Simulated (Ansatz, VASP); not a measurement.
**Two plane-wave programs on InSb3**

The input INCAR:

```
ALGO     = Normal         # electronic algorithm
EDIFF    = 1E-6           # SCF threshold, eV
ENCUT    = 520            # plane-wave cutoff, eV
GGA      = PS             # functional
ISIF     = 2              # what is computed and relaxed
ISMEAR   = 0              # smearing method
LASPH    = True           # aspherical terms in the spheres
LCHARG   = True           # write CHGCAR
LELF     = True           # ELF
LREAL    = False          # projectors in reciprocal space
LVHAR    = True         
LWAVE    = False          # write WAVECAR
NBANDS   = 22             # bands
NELM     = 60             # most SCF steps
PREC     = Accurate       # precision mode
SIGMA    = 0.15           # smearing width, eV
```

File KPOINTS:

```
k-points
0
Gamma
  8 8 8
```

File POSCAR:

```
InSb3
1.0
    4.7284623064      0.1654961807      0.1654961807
    0.1654961807      4.7284623064      0.1654961807
    0.1654961807      0.1654961807      4.7284623064
In Sb
1 3
Direct
    0.0000000000      0.0000000000      0.0000000000
    0.5000000000      0.0000000000      0.5000000000
    0.0000000000      0.5000000000      0.5000000000
    0.5000000000      0.5000000000      0.0000000000
```

Input for Ansatz:

```yaml
crystal:
  lattice:
    - [4.7284623064, 0.1654961807, 0.1654961807]
    - [0.1654961807, 4.7284623064, 0.1654961807]
    - [0.1654961807, 0.1654961807, 4.7284623064]
  atoms:
    - { symbol: In, position: [0.0, 0.0, 0.0] }
    - { symbol: Sb, position: [0.5, 0.0, 0.5] }
    - { symbol: Sb, position: [0.0, 0.5, 0.5] }
    - { symbol: Sb, position: [0.5, 0.5, 0.0] }
basis:
  ecutwfc: 420
kpoints:
  mp_grid: { grid: [8, 8, 8] }
hamiltonian:
  xc: pbesol
  pseudopotentials: { kind: paw, azcp: { folder: soft_1 } }
scf:
  occupations: { method: gaussian, width: 0.15 }
output:
  forces: true
  stress: true
  eigenvalues: true
```

Change from the starting cell: equal engineering shear yz, xz and xy +0.0700, equal normal strain along x, y and z +0.0000.

Alike in both runs: task single point; functional PBEsol; k mesh 8 × 8 × 8; occupations gaussian, width 0.15 eV; no spin polarisation.

```csv
,VASP,Ansatz
version,VASP 6.6.1,Ansatz 0.2.0
potentials or method,"VASP PAW PBE potentials, release 64 (In_d, Sb), cutoff 520 eV","scalar-relativistic, plane waves, PAW"
valence electrons in the cell,28,58
```

|  | VASP | Ansatz | Ansatz less VASP |
| --- | --- | --- | --- |
| gap on the k mesh at the Fermi level (eV) | none | none | - |
| pressure (GPa) | 0.8 | 0.8 | -0.02 |
| traceless stress, the component that is largest in VASP (GPa) | -1.36 | -1.35 | +0.013 |

VASP's potentials were made for PBE, not for PBEsol, and Ansatz warns of the same on its side. A gap of «none» marks a metal or a gap that the smearing closes. The functional is the same, so the differences come from potentials, cutoffs and numerics. VASP's potentials hold 28 valence electrons a cell and Ansatz's 58, so a difference there can come from the potentials and not from the codes.

Spin-orbit coupling is off throughout.
